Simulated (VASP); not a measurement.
# Si (R-3m) in VASP: single point with r2SCAN

Aim: the single point of Si with r2SCAN.

Everything below comes from runs of VASP 6.6.1. Logs are shortened: lines on timing, memory, paths and dates and some standing lists are left out, and cuts for length are marked.

### Step 1. The cell of the first run

The typed cell holds 6 atoms: a = 3.850 Å, b = 3.850 Å, c = 9.428 Å, α = 90.00°, β = 90.00°, γ = 120.00°.

### Step 2. Single point, r2SCAN

POSCAR

```
Si
1.0
    3.8500808964      0.0000000000      0.0000000000
   -1.9250404482      3.3342678629      0.0000000000
    0.0000000000      0.0000000000      9.4279603430
Si
6
Direct
    0.0000000000      0.0000000000     -0.0000185474
    0.0000000000      0.0000000000      0.2500185474
    0.3333333333      0.6666666667      0.3333147859
    0.3333333333      0.6666666667      0.5833518807
    0.6666666667      0.3333333333      0.6666481193
    0.6666666667      0.3333333333      0.9166852141
```

INCAR.step1

```
PREC = Accurate
ENCUT = 520
ISMEAR = 0
SIGMA = 0.03
LREAL = F
LASPH = T
NELM = 80
NBANDS = 21
GGA = PE
ALGO = Normal
EDIFF = 1E-4
LWAVE = T
LCHARG = F
```

INCAR.step2

```
PREC = Accurate
ENCUT = 520
EDIFF = 1E-6
ISMEAR = 0
SIGMA = 0.03
LREAL = F
LASPH = T
NELM = 80
ALGO = Normal
ISIF = 2
LWAVE = F
LCHARG = F
METAGGA = R2SCAN
LMIXTAU = T
NBANDS = 21
ISTART = 1
```

KPOINTS

```
Automatic mesh
0
Gamma
  8 8 4
```

Potentials or basis: VASP PAW PBE potentials, release 64 (Si).

On the command line:

```console
$ cat potpaw_PBE.64/Si/POTCAR > POTCAR
$ cp INCAR.step1 INCAR
$ mpirun -np 1 vasp_std > vasp.out
$ cp INCAR.step2 INCAR
$ mpirun -np 1 vasp_std > vasp.out
```

OUTCAR:

```text
PREC = Accurate
   ENCUT = 520
   EDIFF = 1E-6
   ISMEAR = 0
   LREAL = F
   LASPH = T
   NELM = 80
   ISIF = 2
   METAGGA = R2SCAN
   ISTART = 1

 ion  position               nearest neighbor table
   1  0.000  0.000  1.000-   2 2.36   6 2.36   6 2.36   6 2.36
   2  0.000  0.000  0.250-   1 2.36   3 2.36   3 2.36   3 2.36
   3  0.333  0.667  0.333-   4 2.36   2 2.36   2 2.36   2 2.36
   4  0.333  0.667  0.583-   3 2.36   5 2.36   5 2.36   5 2.36
   5  0.667  0.333  0.667-   6 2.36   4 2.36   4 2.36   4 2.36
   6  0.667  0.333  0.917-   5 2.36   1 2.36   1 2.36   1 2.36

  LATTYP: Found a hexagonal cell.
 ALAT       =     3.8500808964
 C/A-ratio  =     2.4487694146

  Lattice vectors:

 A1 = (   3.8500808964,   0.0000000000,   0.0000000000)
 A2 = (  -1.9250404482,   3.3342678629,   0.0000000000)
 A3 = (   0.0000000000,   0.0000000000,   9.4279603430)

Analysis of symmetry for initial positions (statically):
=====================================================================
 Subroutine PRICEL returns following result:

  LATTYP: Found a trigonal (rhomboedric) cell.
 ALAT       =     3.8493261312
 COS(alpha) =     0.4998039035

  Lattice vectors:

 A1 = (   1.9250404478,   1.1114226212,  -3.1426534483)
 A2 = (   0.0000000002,  -2.2228452420,  -3.1426534474)
 A3 = (  -1.9250404480,   1.1114226209,  -3.1426534474)

   3 primitive cells build up your supercell.

 Routine SETGRP: Setting up the symmetry group for a
 hexagonal supercell.

 Subroutine GETGRP returns: Found 12 space group operations
 (whereof  6 operations were pure point group operations)
 out of a pool of 24 trial point group operations.

The static configuration has the point symmetry C_3v.
 The point group associated with its full space group is D_3d.

Analysis of symmetry for dynamics (positions and initial velocities):
=====================================================================
 Subroutine PRICEL returns following result:

  LATTYP: Found a trigonal (rhomboedric) cell.
 ALAT       =     3.8493261312
 COS(alpha) =     0.4998039035

  Lattice vectors:

 A1 = (   1.9250404478,   1.1114226212,  -3.1426534483)
 A2 = (   0.0000000002,  -2.2228452420,  -3.1426534474)
 A3 = (  -1.9250404480,   1.1114226209,  -3.1426534474)

   3 primitive cells build up your supercell.

 Routine SETGRP: Setting up the symmetry group for a
[... 106 lines left out ...]
   NELM   =     80;   NELMIN=  2; NELMDL=  0     # of ELM steps
   EDIFF  = 0.1E-05   stopping-criterion for ELM
   LREAL  =      F    real-space projection
   EDIFFG = 0.1E-04   stopping-criterion for IOM
   NSW    =      0    number of steps for IOM
   IBRION =     -1    ionic relax: 0-MD 1-quasi-New 2-CG
   NFREE  =      0    steps in history (QN), initial steepest desc. (CG)
   ISIF   =      2    stress and relaxation
   ISYM   =      2    0-nonsym 1-usesym 2-fastsym
   POTIM  = 0.5000    time-step for ionic-motion
   TEBEG  =    0.0;   TEEND  =   0.0 temperature during run
   PSTRESS=    0.0 pullay stress
   NELECT =      24.0000    total number of electrons
   NUPDOWN=      -1.0000    fix difference up-down
   EMIN   =  10.00;   EMAX   =-10.00  energy-range for DOS
   EFERMI =   0.00;   METHOD = LEGACY
   ISMEAR =     0;   SIGMA  =   0.03  broadening in eV -4-tet -1-fermi 0-gaus
   EFERMI_NEDOS =   21; number of points for ismear=-14 and -15
   IALGO  =     38    algorithm
   IMIX   =      4    mixing-type and parameters
     AMIX     =   0.40;   BMIX     =  1.00
     AMIX_MAG =   1.60;   BMIX_MAG =  1.00
  volume/ion in A,a.u.               =      20.17       136.12
  Fermi-wavevector in a.u.,A,eV,Ry     =   0.954661  1.804048 12.400047  0.911378
  Thomas-Fermi vector in A             =   2.083428
   LORBIT       =      0    0 simple, 1 ext, 2 COOP (PROOUT), +10 PAW based schemes
   METAGGA = R2SCAN    functional components
   LHFCALC =     F    Hartree Fock is set to
   AEXX    =    0.0000 exact exchange contribution
   IVDW    =     0    specifies the selected vdW correction
   LEPSILON=     F    determine dielectric tensor
   LRPA    =     F    only Hartree local field effects (RPA)
 non-spin polarized calculation
 Gauss-broadening in eV      SIGMA  =   0.03
  energy-cutoff  :      520.00
  volume of cell :      121.03
 maximum number of plane-waves:      3296
 NGX is ok and might be reduce to    30
   NGX = 15   NGY = 15   NGZ = 35

 number of electron      24.0000002 magnetization

 Free energy of the ion-electron system (eV)
  ---------------------------------------------------
  ext. energy  EPLUGINS =         0.00000000
  ---------------------------------------------------
  free energy    TOTEN  =       -52.64632663 eV

  energy without entropy =      -52.64632663  energy(sigma->0) =      -52.64632663

 E-fermi :   5.8213     XC(G=0):  -9.8249

 val. band max:        5.6647308861   @ k =   0.0000   0.0000   0.0000
 cond. band min:       6.4881520188   @ k =   0.0000   0.3750   0.2500
 fundamental gap:      0.8234211327
 Fermi energy:         5.8213422996

 k-point     1 :       0.0000    0.0000    0.0000
  band No.  band energies     occupation
      1      -6.8108      2.00000
      2      -5.3711      2.00000
      3      -5.3711      2.00000
      4       0.1383      2.00000
      5       0.1383      2.00000
      6       4.6051      2.00000
[... 565 lines left out ...]
     20      11.3581      0.00000
     21      11.8506      0.00000

 [... further k-points ...]

------------------------ aborting loop because EDIFF is reached ----------------------------------------

  FORCE on cell =-STRESS in cart. coord.  units (eV):
  Direction    XX          YY          ZZ          XY          YZ          ZX
  --------------------------------------------------------------------------------------
  -------------------------------------------------------------------------------------
  Total       -0.1822598     -0.1822598     -0.1820189      0.0000000      0.0000000     -0.0000000
  in kB       -2.4127565     -2.4127565     -2.4095674      0.0000000      0.0000000     -0.0000000
  external PRESSURE =      -2.4116935 kB  Pullay stress =       0.0000000 kB

 VOLUME and BASIS-vectors are now :
 -----------------------------------------------------------------------------
  energy-cutoff  :      520.00
  volume of cell :      121.03
      direct lattice vectors                 reciprocal lattice vectors
     3.850080896  0.000000000  0.000000000     0.259734802  0.149957958  0.000000000
    -1.925040448  3.334267863  0.000000000     0.000000000  0.299915916  0.000000000
     0.000000000  0.000000000  9.427960343     0.000000000  0.000000000  0.106067481

 POSITION                                       TOTAL-FORCE (eV/Angst)
 -----------------------------------------------------------------------------------
      0.00000      0.00000      9.42779         0.000000      0.000000      0.000104
      0.00000      0.00000      2.35716         0.000000     -0.000000     -0.000104
     -0.00000      2.22285      3.14248        -0.000000      0.000000      0.000104
     -0.00000      2.22285      5.49982         0.000000      0.000000     -0.000104
      1.92504      1.11142      6.28513        -0.000000      0.000000      0.000104
      1.92504      1.11142      8.64247        -0.000000     -0.000000     -0.000104
 -----------------------------------------------------------------------------------
    total drift:                               -0.000000      0.000000     -0.000000

  FREE ENERGIE OF THE ION-ELECTRON SYSTEM (eV)
  ---------------------------------------------------
  free  energy   TOTEN  =       -52.6463266261 eV

  energy  without entropy=      -52.6463266261  energy(sigma->0) =      -52.64632663
```

OUTCAR.step1:

```text
PREC = Accurate
   ENCUT = 520
   ISMEAR = 0
   LREAL = F
[... 830 lines left out ...]
     -0.00000      2.22285      3.14248        -0.000000      0.000000     -0.000332
     -0.00000      2.22285      5.49982         0.000000     -0.000000      0.000332
      1.92504      1.11142      6.28513        -0.000000      0.000000     -0.000332
      1.92504      1.11142      8.64247         0.000000     -0.000000      0.000332
 -----------------------------------------------------------------------------------
    total drift:                               -0.000000      0.000000     -0.000000

  FREE ENERGIE OF THE ION-ELECTRON SYSTEM (eV)
  ---------------------------------------------------
  free  energy   TOTEN  =       -32.5377834159 eV

  energy  without entropy=      -32.5377834159  energy(sigma->0) =      -32.53778342
```

OSZICAR.step1:

```text
N       E                     dE             d eps       ncg     rms          rms(c)
DAV:   1     0.448014026595E+02    0.44801E+02   -0.91854E+03  1470   0.925E+02
DAV:   2    -0.295725396719E+02   -0.74374E+02   -0.70703E+02  1885   0.135E+02
DAV:   3    -0.330207685484E+02   -0.34482E+01   -0.34194E+01  1928   0.265E+01
DAV:   4    -0.330653557172E+02   -0.44587E-01   -0.44546E-01  1873   0.379E+00
DAV:   5    -0.330659927183E+02   -0.63700E-03   -0.63695E-03  1905   0.446E-01    0.838E+00
DAV:   6    -0.327006650547E+02    0.36533E+00   -0.17421E-01  1716   0.170E+00    0.512E+00
DAV:   7    -0.325343490784E+02    0.16632E+00   -0.37564E-01  1712   0.262E+00    0.295E-01
DAV:   8    -0.325369020767E+02   -0.25530E-02   -0.21857E-02  1785   0.672E-01    0.120E-01
DAV:   9    -0.325376285349E+02   -0.72646E-03   -0.91571E-04  1868   0.163E-01    0.923E-02
DAV:  10    -0.325377854790E+02   -0.15694E-03   -0.22020E-04  1665   0.699E-02    0.283E-02
DAV:  11    -0.325377834159E+02    0.20631E-05   -0.32701E-06   990   0.101E-02
   1 F= -.32537783E+02 E0= -.32537783E+02  d E =-.955171E-20
```

It took 3.2 min on 1 thread of Intel Xeon 6975P-C (Granite Rapids), shared host; peak memory 0.26 GiB.

What came out:

* Free energy: -52.6463 eV
* Pressure: -0.2 GPa
* Band gap on the k mesh: 0.82 eV

Caveat: the PAW data sets were made with another functional, which shifts forces and pressure a little.
